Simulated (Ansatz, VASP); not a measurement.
# Two plane-wave programs on Al2O3

```xyz
10
Lattice="2.4507 1.4149 4.2724 -2.4507 1.4149 4.2724 0.0000 -2.8299 4.2724" Properties=species:S:1:pos:R:3 pbc="T T T"
Al    0.0000    0.0000   10.9378
Al    0.0000    0.0000    4.5291
Al    0.0000    0.0000    1.8796
Al    0.0000    0.0000    8.2882
O     0.9574   -1.4149    5.3405
O    -1.7041   -0.1217    5.3405
O    -0.9574    1.4149    7.4768
O    -0.7467   -1.5366    7.4768
O     1.7041    0.1217    7.4768
O     0.7467    1.5366    5.3405
```

Change from the starting cell: epitaxial_xy strain +3.0%.

Alike in both runs: task single point; functional r2SCAN; k mesh 6 × 6 × 6; no spin polarisation.

|  | VASP | Ansatz |
| --- | --- | --- |
| version | VASP 6.6.1 | Ansatz 0.2.0 |
| potentials or method | VASP PAW PBE potentials, release 64 (Al, O) | plane waves, PAW |
| plane-wave cutoff (eV) | 520 | 500 |
| occupations | gaussian, width 0.01 eV | fixed |
| valence electrons in the cell | 48 | 48 |

|  | VASP | Ansatz | Ansatz less VASP |
| --- | --- | --- | --- |
| gap on the k mesh at the Fermi level (eV) | 6.20 | 6.19 | -0.013 |
| pressure (GPa) | -11.5 | -10.9 | +0.52 |
| traceless stress, the component that is largest in VASP (GPa) | 10.93 | 10.94 | +0.009 |
| rms of the force components (eV/Å) | 0.007 | 0.000 | -0.0067 |

VASP's potentials were made for PBE, not for r2SCAN. Atom by atom the forces differ by 0.007 eV/Å (rms over components).
